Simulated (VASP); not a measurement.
Here is a VASP 6.6.1 calculation.

File INCAR:

```
SYSTEM = VH2
PREC = Accurate
ENCUT = 520
EDIFF = 1E-6
ISMEAR = 0
SIGMA = 0.1
LREAL = .FALSE.
LASPH = .TRUE.
NELM = 100
ALGO = Normal
ISIF = 2
LWAVE = .FALSE.
LCHARG = .FALSE.
GGA = PS
NBANDS = 14
```

Contents of KPOINTS:

```
Automatic mesh
0
G
  18 18 18
  0 0 0
```

Contents of POSCAR:

```
VH2
1.0
    0.0000000000      1.9952317829      1.9952317829
    1.9952317829      0.0000000000      1.9952317829
    1.9952317829      1.9952317829      0.0000000000
V H
1 2
Direct
    0.0000000000      0.0000000000      0.0000000000
    0.2500000000      0.2500000000      0.2500000000
    0.7500000000      0.7500000000      0.7500000000
```

Potentials or basis: VASP PAW PBE potentials, release 64 (V_sv, H).

Run with:

```sh
$ cat potpaw_PBE.64/V_sv/POTCAR potpaw_PBE.64/H/POTCAR > POTCAR
$ mpirun -np 1 vasp_std > vasp.out
```

**Question.** What does it give for the pressure?

**Answer.** 31.6 GPa.

Caveat: the PAW data sets were made with another functional, which shifts forces and pressure a little.
